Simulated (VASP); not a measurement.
# FeSi16 (a cell with a defect) in VASP: single point with LDA

Aim: the single point of FeSi16 (a cell with a defect) with LDA.

Everything below comes from runs of VASP 6.6.1. Logs are shortened: lines on timing, memory, paths and dates and some standing lists are left out, and cuts for length are marked.

**1. The cell of the first run**

The cell holds a defect, 17 atoms: a = 7.640 Å, b = 7.640 Å, c = 7.640 Å, α = 60.00°, β = 60.00°, γ = 60.00°.

**2. Single point, LDA, collinear spin, ferromagnetic start**

Contents of INCAR:

```
PREC     = Accurate       # precision mode
ENCUT    = 520            # plane-wave cutoff, eV
EDIFF    = 1E-7           # SCF threshold, eV
ISMEAR   = 0              # smearing method
SIGMA    = 0.02           # smearing width, eV
LREAL    = Auto         
LASPH    = T              # aspherical terms in the spheres
NELM     = 150            # most SCF steps
ALGO     = Normal         # electronic algorithm
ISIF     = 2              # what is computed and relaxed
LWAVE    = F              # write WAVECAR
LCHARG   = F              # write CHGCAR
ISPIN    = 2              # spin polarisation
MAGMOM   = 0 0 0 0 0 0 0 0 0 0 0 0 0 0 0 0 2.17 # initial moments
LORBIT   = 11             # projections on sites
LMAXMIX  = 4              # l up to which the mixer works
GGA      = CA             # functional
NELECT   = 71.0         
NBANDS   = 54             # bands
```

Contents of KPOINTS:

```
Automatic mesh
0
Gamma
  3 3 3
```

Contents of POSCAR:

```
FeSi16
1.0
    0.0000000000      5.4019422852     -5.4019422852
    5.4019422852      5.4019422852      0.0000000000
    5.4019422852      0.0000000000     -5.4019422852
Si Fe
16 1
Direct
    0.1300561840      0.1304203123      0.1209659351
    0.1300597938      0.6183310231      0.1209612146
    0.6179709674      0.1304179983      0.1209665830
    0.6324082746      0.6327609255      0.1018391110
    0.1198045936      0.1201827909      0.6395991141
    0.1293756881      0.6228657809      0.6246614314
    0.6224824003      0.1297537002      0.6246710575
    0.6224865655      0.6228640223      0.6246655965
    0.2586179982      0.7431474251      0.2548571287
    0.2437897205      0.2441507018      0.2676829784
    0.7427897760      0.7431474251      0.2548610162
    0.7427861662      0.2589709268      0.2548664772
    0.2505036945      0.7474369934      0.7509451760
    0.2504997145      0.2508829100      0.7509502667
    0.7565589901      0.7569379279      0.7293352635
    0.7470586109      0.2508813365      0.7509496188
   -0.0652212633     -0.0648643546      0.1947217213
```

Potentials or basis: VASP PAW LDA potentials, release 64 (Si, Fe).

On the command line:

```bash
> cat potpaw_LDA.64/Si/POTCAR potpaw_LDA.64/Fe/POTCAR > POTCAR
> mpirun -np 1 vasp_std > vasp.out
```

OUTCAR:

```text
PREC = Accurate
   ENCUT = 520
   EDIFF = 1E-7
   ISMEAR = 0
   LREAL = Auto
   LASPH = T
   NELM = 150
   ISIF = 2
   ISPIN = 2
   LORBIT = 11
   GGA = CA
   NELECT = 71.0

 ion  position               nearest neighbor table
   1  0.130  0.130  0.121-  17 2.31  14 2.31  10 2.34  12 2.42   9 2.42
   2  0.130  0.618  0.121-  17 2.31  13 2.31  10 2.34  11 2.42   9 2.42
   3  0.618  0.130  0.121-  17 2.31  16 2.31  10 2.34  12 2.42  11 2.42
   4  0.632  0.633  0.102-  15 2.32  11 2.34   9 2.34  12 2.34
   5  0.120  0.120  0.640-  10 2.32  13 2.33  16 2.33  14 2.33
   6  0.129  0.623  0.625-   9 2.31  14 2.32  13 2.32  15 2.33
   7  0.622  0.130  0.625-  12 2.31  16 2.32  14 2.32  15 2.33
   8  0.622  0.623  0.625-  11 2.31  16 2.32  13 2.32  15 2.33
   9  0.259  0.743  0.255-  17 2.31   6 2.31   4 2.34   2 2.42   1 2.42
  10  0.244  0.244  0.268-   5 2.32   2 2.34   1 2.34   3 2.34
  11  0.743  0.743  0.255-  17 2.31   8 2.31   4 2.34   2 2.42   3 2.42
  12  0.743  0.259  0.255-  17 2.31   7 2.31   4 2.34   3 2.42   1 2.42
  13  0.251  0.747  0.751-   2 2.31   8 2.32   6 2.32   5 2.33
  14  0.250  0.251  0.751-   1 2.31   7 2.32   6 2.32   5 2.33
  15  0.757  0.757  0.729-   4 2.32   8 2.33   7 2.33   6 2.33
  16  0.747  0.251  0.751-   3 2.31   7 2.32   8 2.32   5 2.33
  17  0.935  0.935  0.195-   1 2.31   2 2.31   3 2.31   9 2.31  11 2.31  12 2.31

  LATTYP: Found a face centered cubic cell.
 ALAT       =    10.8038845704

  Lattice vectors:

 A1 = (   0.0000000000,   5.4019422852,  -5.4019422852)
 A2 = (   5.4019422852,   5.4019422852,   0.0000000000)
 A3 = (   5.4019422852,   0.0000000000,  -5.4019422852)

Analysis of symmetry for initial positions (statically):
=====================================================================
 Subroutine PRICEL returns:
 Original cell was already a primitive cell.

 Routine SETGRP: Setting up the symmetry group for a
 face centered cubic supercell.

 Subroutine GETGRP returns: Found  2 space group operations
 (whereof  1 operations were pure point group operations)
 out of a pool of 48 trial point group operations.

The static configuration has the point symmetry C_1 .
 The point group associated with its full space group is C_1h.

Analysis of symmetry for dynamics (positions and initial velocities):
=====================================================================
 Subroutine PRICEL returns:
 Original cell was already a primitive cell.

 Routine SETGRP: Setting up the symmetry group for a
 face centered cubic supercell.

 Subroutine GETGRP returns: Found  2 space group operations
 (whereof  1 operations were pure point group operations)
[... 177 lines left out ...]
  ---------------------------------------------------
  free energy    TOTEN  =      -109.12188483 eV

  energy without entropy =     -109.12038513  energy(sigma->0) =     -109.12113498

 E-fermi :   6.1690     XC(G=0):  -9.8869

 val. band max:        6.1535286111   @ k =   0.0000  -0.3333   0.3333
 cond. band min:       6.1838597483   @ k =  -0.3333   0.3333  -0.3333
 fundamental gap:      0.0303311372
 Fermi energy:         6.1690336261

 spin component 1

 k-point     1 :       0.0000    0.0000    0.0000
  band No.  band energies     occupation
      1      -5.9822      1.00000
      2      -3.6130      1.00000
      3      -3.5735      1.00000
      4      -3.5735      1.00000
      5      -3.5281      1.00000
      6      -1.8820      1.00000
[... 489 lines left out ...]
     46       9.6633      0.00000
     47       9.7474      0.00000
 Fermi energy:         6.1690336261

 spin component 2

 k-point     1 :       0.0000    0.0000    0.0000
  band No.  band energies     occupation
      1      -5.9615      1.00000
      2      -3.5909      1.00000
      3      -3.5537      1.00000
      4      -3.5537      1.00000
      5      -3.5227      1.00000
      6      -1.8543      1.00000
[... 489 lines left out ...]
     46       9.6900      0.00000
     47       9.7628      0.00000
 [bands above 47 left out]

------------------------ aborting loop because EDIFF is reached ----------------------------------------

  FORCE on cell =-STRESS in cart. coord.  units (eV):
  Direction    XX          YY          ZZ          XY          YZ          ZX
  --------------------------------------------------------------------------------------
  -------------------------------------------------------------------------------------
  Total       -6.9849441     -6.9849441     -6.9867023     -1.8978044      1.8972278     -1.8972895
  in kB      -35.4971677    -35.4971677    -35.5061028     -9.6445556      9.6416253     -9.6419386
  external PRESSURE =     -35.5001461 kB  Pullay stress =       0.0000000 kB

 VOLUME and BASIS-vectors are now :
 -----------------------------------------------------------------------------
  energy-cutoff  :      520.00
  volume of cell :      315.27
      direct lattice vectors                 reciprocal lattice vectors
     0.000000000  5.401942285 -5.401942285    -0.092559301  0.092559301 -0.092559301
     5.401942285  5.401942285  0.000000000     0.092559301  0.092559301  0.092559301
     5.401942285  0.000000000 -5.401942285     0.092559301 -0.092559301 -0.092559301

 POSITION                                       TOTAL-FORCE (eV/Angst)
 -----------------------------------------------------------------------------------
      1.35797      1.40708     -1.35601         0.009904      0.017516     -0.009141
      3.99361      4.04276     -1.35600        -0.017516     -0.009904     -0.009141
      1.35796      4.04275     -3.99170         0.010351     -0.010351      0.018888
      3.96827      6.83437     -3.96636         0.007651     -0.007651     -0.008224
      4.10430      1.29640     -4.10226         0.008334     -0.008334     -0.009569
      6.73907      4.06357     -4.07327        -0.000089      0.000089      0.003215
[... 9 lines left out ...]
      5.41183      5.39081     -8.09215         0.002192     -0.002192      0.001934
      6.10342     10.10117     -6.10150        -0.013860      0.013860      0.013439
 -----------------------------------------------------------------------------------
    total drift:                                0.002093      0.002416      0.001210

  FREE ENERGIE OF THE ION-ELECTRON SYSTEM (eV)
  ---------------------------------------------------
  free  energy   TOTEN  =      -109.1218848326 eV

  energy  without entropy=     -109.1203851347  energy(sigma->0) =     -109.12113498

 total charge

# of ion       s       p       d       tot
------------------------------------------
    1        0.757   0.938   0.000   1.695
    2        0.757   0.938   0.000   1.695
    3        0.757   0.938   0.000   1.695
    4        0.764   0.920   0.000   1.684
    5        0.755   0.954   0.000   1.709
    6        0.760   0.953   0.000   1.712
[... 9 lines left out ...]
   16        0.760   0.954   0.000   1.714
   17        0.441   0.503   6.619   7.562
--------------------------------------------------
tot         12.578  15.598   6.619  34.795

 magnetization (x)

# of ion       s       p       d       tot
------------------------------------------
    1       -0.001   0.006   0.000   0.005
    2       -0.001   0.006   0.000   0.005
    3       -0.001   0.006   0.000   0.005
    4       -0.000  -0.003   0.000  -0.003
    5        0.001   0.001   0.000   0.002
    6        0.000   0.004   0.000   0.005
[... 9 lines left out ...]
   16        0.000   0.004   0.000   0.005
   17        0.031   0.009   1.431   1.471
--------------------------------------------------
tot          0.028   0.065   1.431   1.524
```

OSZICAR:

```text
N       E                     dE             d eps       ncg     rms          rms(c)
DAV:   1     0.249157115631E+03    0.24916E+03   -0.26250E+04  2160   0.111E+03
DAV:   2    -0.803416537411E+02   -0.32950E+03   -0.30476E+03  2246   0.202E+02
[... 15 lines left out ...]
DAV:  18    -0.109121889237E+03    0.10623E-04   -0.14446E-05  3274   0.345E-02    0.300E-02
DAV:  19    -0.109121886062E+03    0.31751E-05   -0.66671E-06  3390   0.180E-02    0.165E-02
DAV:  20    -0.109121885452E+03    0.60987E-06   -0.89718E-07  2706   0.648E-03    0.111E-02
DAV:  21    -0.109121885065E+03    0.38776E-06   -0.44756E-07  2116   0.488E-03    0.701E-03
DAV:  22    -0.109121884839E+03    0.22553E-06   -0.81662E-07  2674   0.630E-03    0.172E-03
DAV:  23    -0.109121884833E+03    0.65629E-08   -0.10981E-07  1542   0.166E-03
   1 F= -.10912188E+03 E0= -.10912113E+03  d E =-.149970E-02  mag=     1.6660
```

stdout:

```text
POSCAR found type information on POSCAR SiFe
 POSCAR found :  2 types and      17 ions
 scaLAPACK will be used
 LDA part: xc-table for (Slater(with rela. corr.)+CA(PZ))
 , standard interpolation
 POSCAR, INCAR and KPOINTS ok, starting setup
 FFT: planning ... GRIDC
 FFT: planning ... GRID_SOFT
 FFT: planning ... GRID
 WAVECAR not read
 entering main loop
 the old and the new charge density differ
 old charge density:    72.00000 new   71.00000
    0.215E+01
```

It took 29 min on 1 thread of Intel Xeon 8259CL, shared host; peak memory 0.53 GiB.

Results:

```
Free energy                                           : -109.1219 eV
Largest force                                         : 0.024 eV/Å
Net moment                                            : 1.67 μB per cell
Site moments                                          : Si +0.01, -0.00, +0.00, -0.01 (each value once); Fe +1.47 μB
Valence electrons inside the program's atomic spheres : Si 1.70, 1.68, 1.71, 1.69 (each value once); Fe 7.56
```

Forces on the atoms (eV/Å):
```
Si   0.010  0.018 -0.009
Si  -0.018 -0.010 -0.009
Si   0.010 -0.010  0.019
Si   0.008 -0.008 -0.008
Si   0.008 -0.008 -0.010
Si   0.000  0.000  0.003
Si  -0.002  0.000  0.000
Si   0.000  0.002  0.000
Si  -0.009  0.009 -0.010
Si   0.000  0.000  0.000
Si  -0.009 -0.010  0.009
Si   0.010  0.009  0.009
Si  -0.001 -0.002 -0.002
Si   0.002  0.001 -0.002
Si   0.003 -0.003 -0.004
Si   0.002 -0.002  0.002
Fe  -0.014  0.014  0.013
```

Caveat: the cell carries a net charge on a neutralising background, which shifts energy and pressure; the cell is charged against a uniform background, so pressure and absolute levels hang on convention.
